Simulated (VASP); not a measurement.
Write the native input for VASP 6.6.1 that does the following.

```yaml
Task: single point
Functional: revPBE
Potentials_or_basis: VASP PAW PBE potentials, release 64 (Ir)
Cutoff: 520 eV
k_mesh: 7 × 7 × 7
Occupations: fermi-dirac, width 0.1 eV
Spin: no spin polarisation
Dipole_correction: no
Further_INCAR_settings: ALGO = Normal; EDIFF = 1e-06; NBANDS = 46
```

The structure of Ir lies in POSCAR:

```
Ir
1.0
    4.9608029451      0.0000000000      0.0000000000
    0.0000000000      4.9608029451      0.0000000000
    0.0000000000      0.0000000000      4.9608029451
Ir
8
Direct
    0.0000000000      1.0000000000      1.0000000000
    0.5000000000      0.5000000000      0.5000000000
    0.2500000000      1.0000000000      0.5000000000
    0.7500000000      1.0000000000      0.5000000000
    0.5000000000      0.2500000000      0.0000000000
    0.5000000000      0.7500000000      0.0000000000
    0.0000000000      0.5000000000      0.2500000000
    0.0000000000      0.5000000000      0.7500000000
```

The input as run:

INCAR

```
SYSTEM = Ir
PREC = Accurate
ENCUT = 520
EDIFF = 1E-6
ISMEAR = -1
SIGMA = 0.1
LREAL = .FALSE.
LASPH = .TRUE.
NELM = 60
ALGO = Normal
ISIF = 2
LWAVE = .FALSE.
LCHARG = .FALSE.
GGA = RE
NBANDS = 46
```

KPOINTS

```
regular mesh
0
G
  7 7 7
  0 0 0
```

Potentials or basis: VASP PAW PBE potentials, release 64 (Ir).

Run with:

```console
$ cat potpaw_PBE.64/Ir/POTCAR > POTCAR
$ mpirun -np 1 vasp_std > vasp.out
```

It gave:

```yaml
Pressure: 0.5 GPa
Band_gap_on_the_k_mesh: zero (band 36 reaches 9.68 eV, above the bottom of band 37 at 9.04 eV)
```

Caveat: the PAW data sets were made with another functional, which shifts forces and pressure a little; spin-orbit coupling is left out, which moves the levels of the heavy elements.

It took 61 s on 1 thread of Intel(R) Xeon(R) Platinum 8559C (Emerald Rapids), with other jobs on the host, peak memory 0.27 GiB.
